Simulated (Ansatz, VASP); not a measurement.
**Si: VASP beside Ansatz**

The input INCAR:

```
PREC = Accurate
ENCUT = 520
EDIFF = 1E-7
ISMEAR = 0
SIGMA = 0.05
LREAL = False
LASPH = True
NELM = 100
ALGO = Normal
ISIF = 2
LWAVE = False
LCHARG = False
GGA = PE
NBANDS = 11
```

The input KPOINTS:

```
regular mesh
0
Gamma
  8 8 8
```

Contents of POSCAR:

```
Si
1.0
    0.0000000000      2.7348812168      2.7348812168
    2.7348812168      0.0000000000      2.7348812168
    2.7348812168      2.7348812168      0.0000000000
Si
2
Direct
    0.5087755182      0.4912244818      0.4912244818
    0.7412244818      0.7587755182      0.7587755182
```

Input for Ansatz:

```yaml
crystal:
  lattice:
    - [0.0, 2.7348812168, 2.7348812168]
    - [2.7348812168, 0.0, 2.7348812168]
    - [2.7348812168, 2.7348812168, 0.0]
  atoms:
    - { symbol: Si, position: [0.5087755182, 0.4912244818, 0.4912244818] }
    - { symbol: Si, position: [0.7412244818, 0.7587755182, 0.7587755182] }
basis:
  ecutwfc: 420
kpoints:
  mp_grid: { grid: [8, 8, 8] }
hamiltonian:
  xc: pbe
  pseudopotentials: { kind: paw }
scf:
  occupations: { method: gaussian, width: 0.05 }
output:
  forces: true
  stress: true
  eigenvalues: true
```

Change from the starting cell: mode 4 frozen in at -0.048 Å and mode 5 at +0.000 Å (largest displacements).

Alike in both runs: task single point; functional PBE; k mesh 8 × 8 × 8; occupations gaussian, width 0.05 eV; no spin polarisation.

```csv
,VASP,Ansatz
version,VASP 6.6.1,Ansatz 0.2.0
potentials or method,"VASP PAW PBE potentials, release 64 (Si), cutoff 520 eV","scalar-relativistic, plane waves, PAW"
valence electrons in the cell,8,8
```

VASP gave:

```
gap on the k mesh at the Fermi level (eV)                     : 0.06
least direct gap on the mesh (eV)                             : 1.82
pressure (GPa)                                                : 0.2
traceless stress, the component that is largest in VASP (GPa) : -3.41
rms of the force components (eV/Å)                            : 0.713
```

Task: What did Ansatz give for the same quantities?

Result: gap on the k mesh at the Fermi level (eV): 0.05; least direct gap on the mesh (eV): 1.82; pressure (GPa): 0.3; traceless stress, the component that is largest in VASP (GPa): -3.43; rms of the force components (eV/Å): 0.715.

Atom by atom the forces differ by 0.001 eV/Å (rms over components).
